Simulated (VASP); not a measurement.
# SbSe5 (R-3m) in VASP: notebook

Runs on SbSe5. Level: PBE. Tasks: single point, relaxation of cell and atoms.

All numbers are computed with VASP 6.6.1; they aren't measurements. Logs are shortened: lines on timing, memory, paths and dates and some standing lists are left out, and cuts for length are marked.

## 1. The cell of the first run

The structure is trigonal, space group R-3m (No. 166). Conventional cell: a = 7.401 Å, b = 7.401 Å, c = 11.031 Å, α = 90.00°, β = 90.00°, γ = 120.00°. Sb (site symmetry -3m) has 8 Se at 2.82 to 3.36 Å within 3.7 Å. Within 3.5 Å of Se (site symmetry 2/m) lie 2 Se at 2.63 Å and 2 Sb at 2.82 Å. Within 3.5 Å of Se (site symmetry 3m) lie 3 Se at 2.63 Å and 1 Sb at 3.36 Å.

## 2. Single point, PBE

File INCAR:

```
SYSTEM = SbSe5
ALGO     = Normal         ! electronic algorithm
EDIFF    = 1E-6           ! SCF threshold, eV
ENCUT    = 520            ! plane-wave cutoff, eV
GGA      = PE             ! functional
ISIF     = 2              ! what is computed and relaxed
ISMEAR   = 0              ! smearing method
LASPH    = .TRUE.         ! aspherical terms in the spheres
LCHARG   = .TRUE.         ! write CHGCAR
LELF     = .TRUE.         ! ELF
LREAL    = .FALSE.        ! projectors in reciprocal space
LVHAR    = .TRUE.       
LWAVE    = .FALSE.        ! write WAVECAR
NBANDS   = 26             ! bands
NELM     = 100            ! most SCF steps
PREC     = Accurate       ! precision mode
SIGMA    = 0.2            ! smearing width, eV
```

File KPOINTS:

```
k-points
0
G
  3 3 3
  0 0 0
```

File POSCAR:

```
SbSe5
1.0
    3.7006915544      2.1365952651      3.6769687147
   -3.7006915544      2.1365952651      3.6769687147
    0.0000000000     -4.2731905303      3.6769687147
Sb Se
1 5
Direct
    0.5000000000      0.5000000000      0.5000000000
    0.5000000000      0.5000000000      0.0000000000
    0.0000000000      0.5000000000      0.5000000000
    0.5000000000      0.0000000000      0.5000000000
    0.1949701059      0.1949701059      0.1949701059
    0.8050298941      0.8050298941      0.8050298941
```

Potentials or basis: VASP PAW PBE potentials, release 64 (Sb, Se).

Launch:

```console
$ cat potpaw_PBE.64/Sb/POTCAR potpaw_PBE.64/Se/POTCAR > POTCAR
$ mpirun -np 1 vasp_std > vasp.out
```

OUTCAR:

```text
SYSTEM = SbSe5
   EDIFF = 1E-6
   ENCUT = 520
   GGA = PE
   ISIF = 2
   ISMEAR = 0
   LASPH = .TRUE.
   LREAL = .FALSE.
   NELM = 100
   PREC = Accurate

 ion  position               nearest neighbor table
   1  0.500  0.500  0.500-   3 2.82   4 2.82   4 2.82   3 2.82   2 2.82   2 2.82
   2  0.500  0.500  0.000-   5 2.63   6 2.63   1 2.82   1 2.82
   3  0.000  0.500  0.500-   5 2.63   6 2.63   1 2.82   1 2.82
   4  0.500  0.000  0.500-   5 2.63   6 2.63   1 2.82   1 2.82
   5  0.195  0.195  0.195-   2 2.63   3 2.63   4 2.63
   6  0.805  0.805  0.805-   2 2.63   3 2.63   4 2.63

  LATTYP: Found a trigonal (rhomboedric) cell.
 ALAT       =     5.6373980023
 COS(alpha) =     0.1381367174

  Lattice vectors:

 A1 = (   3.7006915544,   2.1365952651,   3.6769687147)
 A2 = (  -3.7006915544,   2.1365952651,   3.6769687147)
 A3 = (   0.0000000000,  -4.2731905303,   3.6769687147)

Analysis of symmetry for initial positions (statically):
=====================================================================
 Subroutine PRICEL returns:
 Original cell was already a primitive cell.

 Routine SETGRP: Setting up the symmetry group for a
 trigonal (rhombohedral) supercell.

 Subroutine GETGRP returns: Found 12 space group operations
 (whereof 12 operations were pure point group operations)
 out of a pool of 12 trial point group operations.

The static configuration has the point symmetry D_3d.

Analysis of symmetry for dynamics (positions and initial velocities):
=====================================================================
 Subroutine PRICEL returns:
 Original cell was already a primitive cell.

 Routine SETGRP: Setting up the symmetry group for a
 trigonal (rhombohedral) supercell.

 Subroutine GETGRP returns: Found 12 space group operations
 (whereof 12 operations were pure point group operations)
 out of a pool of 12 trial point group operations.

The dynamic configuration has the point symmetry D_3d.

 Subroutine INISYM returns: Found 12 space group operations
 (whereof 12 operations are pure point group operations),
 and found     1 'primitive' translations

----------------------------------------------------------------------------------------

                                     Primitive cell

  volume of cell :     174.4401

  direct lattice vectors                    reciprocal lattice vectors
     3.700691554  2.136595265  3.676968715     0.135109882  0.078005727  0.090654384
    -3.700691554  2.136595265  3.676968715    -0.135109882  0.078005727  0.090654384
     0.000000000 -4.273190530  3.676968715     0.000000000 -0.156011454  0.090654384

  length of vectors
     5.637398002  5.637398002  5.637398002     0.180437776  0.180437776  0.180437776

  position of ions in fractional coordinates (direct lattice)
     0.500000000  0.500000000  0.500000000
     0.500000000  0.500000000  0.000000000
     0.000000000  0.500000000  0.500000000
     0.500000000  0.000000000  0.500000000
     0.194970106  0.194970106  0.194970106
     0.805029894  0.805029894  0.805029894

  ion indices of the primitive-cell ions
   primitive index   ion index
                 1           1
                 2           2
                 3           3
                 4           4
                 5           5
                 6           6

----------------------------------------------------------------------------------------

 KPOINTS: k-points

Automatic generation of k-mesh.
 Grid dimensions read from file:
 generate k-points for:    3    3    3

 Generating k-lattice:

  Cartesian coordinates                     Fractional coordinates (reciprocal lattice)
     0.045036627  0.026001909  0.030218128     0.333333333  0.000000000  0.000000000
    -0.045036627  0.026001909  0.030218128     0.000000000  0.333333333  0.000000000
     0.000000000 -0.052003818  0.030218128     0.000000000  0.000000000  0.333333333

  Length of vectors
     0.060145925  0.060145925  0.060145925

  Shift w.r.t. Gamma in fractional coordinates (k-lattice)
     0.000000000  0.000000000  0.000000000

 Subroutine IBZKPT returns following result:
 ===========================================

 Found      6 irreducible k-points:

 Following reciprocal coordinates:
            Coordinates               Weight
  0.000000  0.000000  0.000000      1.000000
  0.333333  0.000000  0.000000      6.000000
  0.333333  0.333333  0.000000      6.000000
 -0.333333  0.333333  0.000000      6.000000
  0.333333  0.333333  0.333333      2.000000
 -0.333333  0.333333  0.333333      6.000000
   k-points           NKPTS =      6   k-points in BZ     NKDIM =      6   number of bands    NBANDS=     26
   number of dos      NEDOS =    301   number of ions     NIONS =      6
   total plane-waves  NPLWV =  74088
   dimension x,y,z NGX =    42 NGY =   42 NGZ =   42
   dimension x,y,z NGXF=    84 NGYF=   84 NGZF=   84
   ions per type =               1   5
   NGX,Y,Z   is equivalent  to a cutoff of  12.39, 12.39, 12.39 a.u.
   NGXF,Y,Z  is equivalent  to a cutoff of  24.77, 24.77, 24.77 a.u.
 SYSTEM =  SbSe5
   PREC   = accura    normal or accurate (medium, high low for compatibility)
   ISTART =      0    job   : 0-new  1-cont  2-samecut
   ICHARG =      2    charge: 1-file 2-atom 10-const
   ISPIN  =      1    spin polarized calculation?
   LNONCOLLINEAR =      F non collinear calculations
   LSORBIT =      F    spin-orbit coupling
   LASPH  =      T    aspherical Exc in radial PAW
   ENCUT  =  520.0 eV  38.22 Ry    6.18 a.u.  10.48 10.48 10.48*2*pi/ulx,y,z
   NELM   =    100;   NELMIN=  2; NELMDL= -5     # of ELM steps
   EDIFF  = 0.1E-05   stopping-criterion for ELM
   LREAL  =      F    real-space projection
   EDIFFG = 0.1E-04   stopping-criterion for IOM
   NSW    =      0    number of steps for IOM
   IBRION =     -1    ionic relax: 0-MD 1-quasi-New 2-CG
   NFREE  =      0    steps in history (QN), initial steepest desc. (CG)
   ISIF   =      2    stress and relaxation
   ISYM   =      2    0-nonsym 1-usesym 2-fastsym
   POTIM  = 0.5000    time-step for ionic-motion
   TEBEG  =    0.0;   TEEND  =   0.0 temperature during run
   PSTRESS=    0.0 pullay stress
   NELECT =      35.0000    total number of electrons
   NUPDOWN=      -1.0000    fix difference up-down
   EMIN   =  10.00;   EMAX   =-10.00  energy-range for DOS
   EFERMI =   0.00;   METHOD = LEGACY
   ISMEAR =     0;   SIGMA  =   0.20  broadening in eV -4-tet -1-fermi 0-gaus
   EFERMI_NEDOS =   21; number of points for ismear=-14 and -15
   IALGO  =     38    algorithm
   IMIX   =      4    mixing-type and parameters
     AMIX     =   0.40;   BMIX     =  1.00
     AMIX_MAG =   1.60;   BMIX_MAG =  1.00
  volume/ion in A,a.u.               =      29.07       196.20
  Fermi-wavevector in a.u.,A,eV,Ry     =   0.958404  1.811121 12.497478  0.918539
  Thomas-Fermi vector in A             =   2.087509
   LORBIT       =      0    0 simple, 1 ext, 2 COOP (PROOUT), +10 PAW based schemes
   GGA     = PE    functional components
   LHFCALC =     F    Hartree Fock is set to
   AEXX    =    0.0000 exact exchange contribution
   IVDW    =     0    specifies the selected vdW correction
   LEPSILON=     F    determine dielectric tensor
   LRPA    =     F    only Hartree local field effects (RPA)
 non-spin polarized calculation
 Gauss-broadening in eV      SIGMA  =   0.20
  energy-cutoff  :      520.00
  volume of cell :      174.44
 maximum number of plane-waves:      4729
 NGX is ok and might be reduce to    42
   NGX = 21   NGY = 21   NGZ = 21

 number of electron      35.0000001 magnetization

 Free energy of the ion-electron system (eV)
  ---------------------------------------------------
  ext. energy  EPLUGINS =         0.00000000
  ---------------------------------------------------
  free energy    TOTEN  =       -21.21811684 eV

  energy without entropy =      -21.16043899  energy(sigma->0) =      -21.18927792

 E-fermi :   2.6522     XC(G=0):  -8.6781

 val. band max:        2.5029041632   @ k =   0.3333   0.3333   0.0000
 cond. band min:       2.8428349769   @ k =  -0.3333   0.3333   0.3333
 fundamental gap:      0.3399308137
 Fermi energy:         2.6521843530

 k-point     1 :       0.0000    0.0000    0.0000
  band No.  band energies     occupation
      1     -12.2019      2.00000
      2      -9.9468      2.00000
      3      -9.7748      2.00000
      4      -9.7748      2.00000
      5      -8.2430      2.00000
      6      -4.5780      2.00000
[... 18 lines left out ...]
     25       7.9216      0.00000
     26       8.2084      0.00000

 k-point     2 :       0.3333    0.0000    0.0000
  band No.  band energies     occupation
      1     -11.9177      2.00000
      2     -10.8525      2.00000
      3      -9.7655      2.00000
      4      -8.9548      2.00000
      5      -8.4051      2.00000
      6      -5.4772      2.00000
[... 18 lines left out ...]
     25       8.5179      0.00000
     26       9.1510      0.00000

 k-point     3 :       0.3333    0.3333    0.0000
  band No.  band energies     occupation
      1     -11.7642      2.00000
      2     -10.8310      2.00000
      3      -9.9754      2.00000
      4      -9.0448      2.00000
      5      -8.2771      2.00000
      6      -6.2418      2.00000
[... 18 lines left out ...]
     25       8.7114      0.00000
     26       9.2636      0.00000

 k-point     4 :      -0.3333    0.3333    0.0000
  band No.  band energies     occupation
      1     -11.5361      2.00000
      2     -11.2402      2.00000
      3      -9.9017      2.00000
      4      -8.7631      2.00000
      5      -8.4050      2.00000
      6      -6.2653      2.00000
[... 18 lines left out ...]
     25       8.6995      0.00000
     26       9.7280      0.00000

 k-point     5 :       0.3333    0.3333    0.3333
  band No.  band energies     occupation
      1     -11.7986      2.00000
      2     -10.0737      2.00000
      3      -9.9601      2.00000
      4      -9.9601      2.00000
      5      -8.0942      2.00000
      6      -6.9163      2.00000
[... 18 lines left out ...]
     25       9.2517      0.00000
     26       9.2520      0.00000

 k-point     6 :      -0.3333    0.3333    0.3333
  band No.  band energies     occupation
      1     -11.5233      2.00000
      2     -11.0096      2.00000
      3      -9.9630      2.00000
      4      -9.1467      2.00000
      5      -8.1217      2.00000
      6      -7.0248      2.00000
[... 18 lines left out ...]
     25       9.2248      0.00000
     26       9.4034      0.00000

------------------------ aborting loop because EDIFF is reached ----------------------------------------

  FORCE on cell =-STRESS in cart. coord.  units (eV):
  Direction    XX          YY          ZZ          XY          YZ          ZX
  --------------------------------------------------------------------------------------
  -------------------------------------------------------------------------------------
  Total        0.5760850      0.5760850     -0.0469449      0.0000000      0.0000000      0.0000000
  in kB        5.2911592      5.2911592     -0.4311744      0.0000000      0.0000000      0.0000000
  external PRESSURE =       3.3837147 kB  Pullay stress =       0.0000000 kB

 VOLUME and BASIS-vectors are now :
 -----------------------------------------------------------------------------
  energy-cutoff  :      520.00
  volume of cell :      174.44
      direct lattice vectors                 reciprocal lattice vectors
     3.700691554  2.136595265  3.676968715     0.135109882  0.078005727  0.090654384
    -3.700691554  2.136595265  3.676968715    -0.135109882  0.078005727  0.090654384
     0.000000000 -4.273190530  3.676968715     0.000000000 -0.156011454  0.090654384

 POSITION                                       TOTAL-FORCE (eV/Angst)
 -----------------------------------------------------------------------------------
      0.00000     -0.00000      5.51545        -0.000000     -0.000000      0.000000
      0.00000      2.13660      3.67697        -0.000000     -0.000000      0.000000
     -1.85035     -1.06830      3.67697         0.000000     -0.000000      0.000000
      1.85035     -1.06830      3.67697         0.000000     -0.000000      0.000000
      0.00000     -0.00000      2.15070        -0.000000      0.000000     -0.046731
      0.00000     -0.00000      8.88021        -0.000000     -0.000000      0.046731
 -----------------------------------------------------------------------------------
    total drift:                                0.000000      0.000000     -0.000000

  FREE ENERGIE OF THE ION-ELECTRON SYSTEM (eV)
  ---------------------------------------------------
  free  energy   TOTEN  =       -21.2181168395 eV

  energy  without entropy=      -21.1604389941  energy(sigma->0) =      -21.18927792
```

Run time: 16 s. Hardware: 1 thread of Intel Xeon 6975P-C (Granite Rapids), shared host; peak memory 0.25 GiB.

Results:

```yaml
Free_energy: -21.2181 eV
Pressure: 0.3 GPa
Largest_force: 0.047 eV/Å
```

Forces in eV/Å, atoms in the order of the input:
```
Sb   0.000  0.000  0.000
Se   0.000  0.000  0.000
Se   0.000  0.000  0.000
Se   0.000  0.000  0.000
Se   0.000  0.000 -0.047
Se   0.000  0.000  0.047
```

Caveat: the k points lie up to 0.38 Å⁻¹ apart; spin-orbit coupling is left out, which moves the levels of the heavy elements.

(Continued in part 2 of 2.)
